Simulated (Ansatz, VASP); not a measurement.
One calculation of Br, two programs

File INCAR:

```
ALGO     = Normal         # electronic algorithm
EDIFF    = 1E-7           # SCF threshold, eV
EDIFFG   = -0.01          # ionic threshold
ENCUT    = 600            # plane-wave cutoff, eV
GGA      = PE             # functional
IBRION   = 2              # ionic algorithm
ISIF     = 3              # what is computed and relaxed
ISMEAR   = 0              # smearing method
LASPH    = T              # aspherical terms in the spheres
LCHARG   = F              # write CHGCAR
LREAL    = F              # projectors in reciprocal space
LWAVE    = F              # write WAVECAR
NELM     = 60             # most SCF steps
NSW      = 100            # ionic steps
PREC     = Accurate       # precision mode
SIGMA    = 0.1            # smearing width, eV
```

The input KPOINTS:

```
k-points
0
Gamma
  12 12 6
```

The input POSCAR:

```
Br
1.0
    4.9207555249      0.0000000000      0.0000000000
   -2.4603777624      4.2614992904      0.0000000000
    0.0000000000      0.0000000000      9.0173557380
Br
4
Direct
    0.0000000000      0.0000000000      0.7500000000
    0.0000000000      0.0000000000      0.2500000000
    0.3333333333      0.6666666667      0.7500000000
    0.6666666667      0.3333333333      0.2500000000
```

Input for Ansatz:

```yaml
crystal:
  lattice:
    - [4.9207555249, 0.0, 0.0]
    - [-2.4603777624, 4.2614992904, 0.0]
    - [0.0, 0.0, 9.017355738]
  atoms:
    - { symbol: Br, position: [0.0, 0.0, 0.75] }
    - { symbol: Br, position: [0.0, 0.0, 0.25] }
    - { symbol: Br, position: [0.3333333333, 0.6666666667, 0.75] }
    - { symbol: Br, position: [0.6666666667, 0.3333333333, 0.25] }
basis:
  ecutwfc: 420
kpoints:
  mp_grid: { grid: [12, 12, 6] }
hamiltonian:
  xc: pbe
scf:
  occupations: { method: gaussian, width: 0.1 }
output:
  forces: true
  stress: true
  eigenvalues: true
relax:
  adjacent_minimum: "off"
  f_tol: 0.01
  max_steps: 80
  cell: { stress_tol: 0.05 }
```

Alike in both runs: task relaxation of cell and atoms; functional PBE; k mesh 12 × 12 × 6; occupations gaussian, width 0.1 eV; no spin polarisation.

|  | VASP | Ansatz |
| --- | --- | --- |
| version | VASP 6.6.1 | Ansatz 0.2.0 |
| potentials or method | VASP PAW PBE potentials, release 64 (Br), cutoff 600 eV | scalar-relativistic, plane waves, PAW |
| valence electrons in the cell | 28 | 28 |

```csv
,VASP,Ansatz,Ansatz less VASP
"gap on the k mesh at the Fermi level, each at its own relaxed structure (eV)",none,none,-
relaxed volume (Å³/atom),47.08,47.12,+0.042
relaxed cell length with the largest relative difference (Å),9.020,9.024,+0.0044
```

A gap of «none» marks a metal or a gap that the smearing closes.
